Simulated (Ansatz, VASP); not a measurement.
**One calculation of Ge4P3, two programs**

File INCAR:

```
SYSTEM = Ge4P3
  PREC = Accurate
  ENCUT = 600
  EDIFF = 1E-6
  ISMEAR = 0
  SIGMA = 0.1
  LREAL = .FALSE.
  LASPH = .TRUE.
  NELM = 80
  ALGO = Normal
  ISIF = 3
  LWAVE = .FALSE.
  LCHARG = .FALSE.
  GGA = PE
  IBRION = 2
  NSW = 90
  EDIFFG = -0.04
```

File KPOINTS:

```
regular mesh
0
G
  4 4 4
  0 0 0
```

Contents of POSCAR:

```
Ge4P3
1.0
    4.5148000000      0.0000000000      0.0000000000
    0.0000000000      4.5148000000      0.0000000000
    0.0000000000      0.0000000000      4.5148000000
Ge P
4 3
Direct
    0.5000000000      0.5000000000      0.0000000000
    0.0000000000      0.5000000000      0.5000000000
    0.5000000000      0.0000000000      0.5000000000
    0.5000000000      0.5000000000      0.5000000000
    0.5000000000      0.0000000000      0.0000000000
    0.0000000000      0.5000000000      0.0000000000
    0.0000000000      0.0000000000      0.5000000000
```

Input for Ansatz:

```yaml
crystal:
  lattice:
    - [4.5148, 0.0, 0.0]
    - [0.0, 4.5148, 0.0]
    - [0.0, 0.0, 4.5148]
  atoms:
    - { symbol: Ge, position: [0.5, 0.5, 0.0] }
    - { symbol: Ge, position: [0.0, 0.5, 0.5] }
    - { symbol: Ge, position: [0.5, 0.0, 0.5] }
    - { symbol: Ge, position: [0.5, 0.5, 0.5] }
    - { symbol: P, position: [0.5, 0.0, 0.0] }
    - { symbol: P, position: [0.0, 0.5, 0.0] }
    - { symbol: P, position: [0.0, 0.0, 0.5] }
basis:
  ecutwfc: 420
kpoints:
  mp_grid: { grid: [4, 4, 4] }
hamiltonian:
  xc: pbe
scf:
  occupations: { method: gaussian, width: 0.1 }
  lower_state_search: "off"
output:
  forces: true
  stress: true
  eigenvalues: true
relax:
  adjacent_minimum: "off"
  f_tol: 0.04
  max_steps: 70
  cell: { stress_tol: 0.4 }
```

Alike in both runs: task relaxation of cell and atoms; functional PBE; k mesh 4 × 4 × 4; occupations gaussian, width 0.1 eV; no spin polarisation.

```csv
,VASP,Ansatz
version,VASP 6.6.1,Ansatz 0.2.0
potentials or method,"VASP PAW PBE potentials, release 64 (Ge_d, P), cutoff 600 eV","scalar-relativistic, plane waves, PAW"
valence electrons in the cell,71,71
```

Ansatz gave:

```
gap on the k mesh at the Fermi level, each at its own relaxed structure (eV) : none
relaxed volume (Å³/atom)                                                     : 19.56
relaxed cell length with the largest relative difference (Å)                 : 5.154
```

Q: Which values does VASP return?

A: gap on the k mesh at the Fermi level, each at its own relaxed structure (eV): none; relaxed volume (Å³/atom): 19.52; relaxed cell length with the largest relative difference (Å): 5.151.

A gap of «none» marks a metal or a gap that the smearing closes.

Noted on VASP's run: the volume moved by over 15 % at a fixed basis, so the end points are rough.
